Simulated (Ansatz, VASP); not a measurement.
**FeCo: VASP beside Ansatz**

```
CELL_PARAMETERS angstrom
2.76456 0.00000 0.00000
0.00000 2.76456 0.00000
0.00000 0.00000 2.76456
ATOMIC_POSITIONS crystal
Fe 0.50000 0.50000 0.50000
Co 0.00000 0.00000 0.00000
```

Alike in both runs: task single point; functional LDA; k mesh 12 × 12 × 12; occupations fermi-dirac, width 0.1 eV; collinear spin.

```csv
,VASP,Ansatz
version,VASP 6.6.1,Ansatz 0.2.0
potentials or method,"VASP PAW LDA potentials, release 64 (Fe, Co), cutoff 600 eV","all-electron LAPW, scalar-relativistic"
```

```tsv
	VASP	Ansatz	Ansatz less VASP
pressure (GPa)	-1.1	-0.2	+0.98
net moment per atom (μB)	2.11	2.15	+0.040
size of the moment on the site where the two differ most (μB)	2.51	2.61	+0.098
```

LDA's correlation is that of Perdew and Zunger in VASP and of Perdew and Wang (1992) in Ansatz. Site moments also hang on the region over which each program counts them. Ansatz ran all-electron here, and VASP with PAW potentials. Ansatz's warnings: optics on partly filled bands.
